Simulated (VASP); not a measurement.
Write the native input for VASP 6.6.1 that does the following.

```yaml
Task: single point
Functional: PBEsol
Potentials_or_basis: VASP PAW PBE potentials, release 64 (Al, N)
Cutoff: 520 eV
k_mesh: 10 × 10 × 10
Occupations: gaussian, width 0.05 eV
Spin: no spin polarisation
Dipole_correction: no
Further_INCAR_settings: ALGO = Normal; EDIFF = 1e-07; NBANDS = 11
```

The structure of AlN lies in POSCAR:

```
AlN
1.0
    0.0000000000      2.1886566781      2.1886566781
    2.1886566781      0.0000000000      2.1886566781
    2.1886566781      2.1886566781      0.0000000000
Al N
1 1
Direct
   -0.0112666392      0.0112666392      0.0112666392
    0.7717028100      0.7282971900      0.7282971900
```

This cell differs from its parent crystal: mode 4 frozen in at -0.095 Å and mode 5 at +0.000 Å (largest displacements).

The input as run:

INCAR

```
PREC     = Accurate       # precision mode
ENCUT    = 520            # plane-wave cutoff, eV
EDIFF    = 1E-7           # SCF threshold, eV
ISMEAR   = 0              # smearing method
SIGMA    = 0.05           # smearing width, eV
LREAL    = False          # projectors in reciprocal space
LASPH    = True           # aspherical terms in the spheres
NELM     = 80             # most SCF steps
ALGO     = Normal         # electronic algorithm
ISIF     = 2              # what is computed and relaxed
LWAVE    = False          # write WAVECAR
LCHARG   = False          # write CHGCAR
GGA      = PS             # functional
NBANDS   = 11             # bands
```

KPOINTS

```
Automatic mesh
0
Gamma
  10 10 10
```

Potentials or basis: VASP PAW PBE potentials, release 64 (Al, N).

Launch:

```console
$ cat potpaw_PBE.64/Al/POTCAR potpaw_PBE.64/N/POTCAR > POTCAR
$ mpirun -np 1 vasp_std > vasp.out
```

Results of the run:

The pressure is 2.6 GPa, the largest force is 2.036 eV/Å and the band gap on the k mesh is 2.82 eV, indirect (least direct gap 3.68 eV).

Caveat: the cell differs from its parent crystal (mode 4 frozen in at -0.095 Å and mode 5 at +0.000 Å (largest displacements)); the PAW data sets were made with another functional, which shifts forces and pressure a little.

Run time: 26 s on 1 thread of Intel(R) Xeon(R) Platinum 8488C (Sapphire Rapids), with other jobs on the host, peak memory 0.16 GiB.
